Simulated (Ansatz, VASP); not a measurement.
# HfN in VASP and in Ansatz

INCAR

```
SYSTEM = HfN
PREC = Accurate
ENCUT = 520
EDIFF = 1E-7
ISMEAR = 0
SIGMA = 0.15
LREAL = .False.
LASPH = .True.
NELM = 60
ALGO = Normal
ISIF = 2
LWAVE = .False.
LCHARG = .True.
GGA = PE
LELF = .True.
LVHAR = .True.
NBANDS = 14
```

File KPOINTS:

```
regular mesh
0
Gamma
  22 22 22
  0 0 0
```

The input POSCAR:

```
HfN
1.0
    0.0000000000      2.2170491446      2.2170491446
    2.2170491446      0.0000000000      2.2170491446
    2.2170491446      2.2170491446      0.0000000000
Hf N
1 1
Direct
    0.0000000000      0.0000000000      0.0000000000
    0.5000000000      0.5000000000      0.5000000000
```

Input for Ansatz:

```yaml
crystal:
  lattice:
    - [0.0, 2.2170491446, 2.2170491446]
    - [2.2170491446, 0.0, 2.2170491446]
    - [2.2170491446, 2.2170491446, 0.0]
  atoms:
    - { symbol: Hf, position: [0.0, 0.0, 0.0] }
    - { symbol: "N", position: [0.5, 0.5, 0.5] }
basis:
  ecutwfc: 420
kpoints:
  mp_grid: { grid: [22, 22, 22] }
hamiltonian:
  xc: pbe
scf:
  occupations: { method: gaussian, width: 0.15 }
output:
  forces: true
  stress: true
  eigenvalues: true
```

Change from the starting cell: strain -0.025 along x and y, -0.025 along z, atoms carried along.

Alike in both runs: task single point; functional PBE; k mesh 22 × 22 × 22; occupations gaussian, width 0.15 eV; no spin polarisation.

```csv
,VASP,Ansatz
version,VASP 6.6.1,Ansatz 0.2.0
potentials or method,"VASP PAW PBE potentials, release 64 (Hf_pv, N), cutoff 520 eV","scalar-relativistic, plane waves, PAW"
valence electrons in the cell,15,31
```

Ansatz gave:

```
gap on the k mesh at the Fermi level (eV) : none
pressure (GPa)                            : 23.5
```

Problem. Which values does VASP return?

Solution. gap on the k mesh at the Fermi level (eV): none; pressure (GPa): 21.0.

A gap of «none» marks a metal or a gap that the smearing closes. The functional is the same, so the differences come from potentials, cutoffs and numerics. VASP's potentials hold 15 valence electrons a cell and Ansatz's 31, so a difference there can come from the potentials and not from the codes.

Spin-orbit coupling is off throughout.
